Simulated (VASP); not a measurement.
The system is CrW3.

```
Cr W
1.0
     3.88001    0.00000    0.00000
     0.00000    3.88001    0.00000
     0.00000    0.00000    3.88001
Cr W
1 3
Cartesian
  0.0000 0.0000 0.0000
  0.0000 1.9400 1.9400
  1.9400 0.0000 1.9400
  1.9400 1.9400 0.0000
```

- Program: VASP 6.6.1
- Task: relaxation of cell and atoms
- Functional: PBE
- Potentials or basis: VASP PAW PBE potentials, release 64 (Cr_pv, W_sv)
- Cutoff: 600 eV
- k mesh: 4 × 4 × 4
- Occupations: gaussian, width 0.1 eV
- Spin: no spin polarisation

At the start: pressure 17.8 GPa; volume 14.60 Å³/atom.

Problem. How do energy, volume and symmetry change on relaxing?

Solution. Over 4 steps the energy falls by 45.9 meV/atom and the volume is 15.48 Å³/atom (+6.0 %); space group Pm-3m (No. 221, to 0.05 Å).

The path:
```
step  energy change (eV)  largest force (eV/Å)  pressure (GPa)  volume (Å³)
   1              0.0000                0.0000           17.77        58.41
   2              1.1388                0.0000          -32.24        73.20
   3             -0.1827                0.0000           -1.01        62.11
   4             -0.1834                0.0000           -0.07        61.90
```

Final structure:
```xyz
4
Lattice="3.9558 0.0000 0.0000 0.0000 3.9558 0.0000 0.0000 0.0000 3.9558" Properties=species:S:1:pos:R:3 pbc="T T T"
Cr    0.0000    0.0000    0.0000
W     0.0000    1.9779    1.9779
W     1.9779    0.0000    1.9779
W     1.9779    1.9779    0.0000
```

Caveat: the k points lie up to 0.40 Å⁻¹ apart in the final cell.
